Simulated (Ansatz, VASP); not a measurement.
**Cd3SeS2: VASP beside Ansatz**

```
Cd Se S
1.0
    -2.13237    6.38798    3.00121
     2.13237   -6.38798    3.00121
     2.13237    6.38798   -3.00121
Cd Se S
3 1 2
Direct
  0.08581 0.25771 0.82809
  0.42962 0.25771 0.17191
  0.73460 0.23460 0.50000
  0.00220 0.00220 0.00000
  0.66673 0.99889 0.66784
  0.33105 0.99889 0.33216
```

Alike in both runs: functional PBE; k mesh 4 × 4 × 4; occupations gaussian, width 0.15 eV; no spin polarisation.

Ansatz relaxed the structure, and its values are those at the end. VASP's run is a single point on that final structure, the one shown.

|  | VASP | Ansatz |
| --- | --- | --- |
| version | VASP 6.6.1 | Ansatz 0.2.0 |
| potentials or method | VASP PAW PBE potentials, release 64 (Cd, Se, S), cutoff 520 eV | scalar-relativistic, plane waves, PAW |
| valence electrons in the cell | 54 | 88 |

```csv
,VASP,Ansatz,Ansatz less VASP
gap on the k mesh at the Fermi level (eV),0.78,0.78,0.000
least direct gap on the mesh (eV),0.78,0.78,0.000
pressure (GPa),0.2,-0.1,-0.28
rms of the force components (eV/Å),0.009,0.010,+0.0002
```

VASP's potentials hold 54 valence electrons a cell and Ansatz's 88, so a difference there can come from the potentials and not from the codes.

The k mesh is coarse, so the values compare programs but aren't converged.
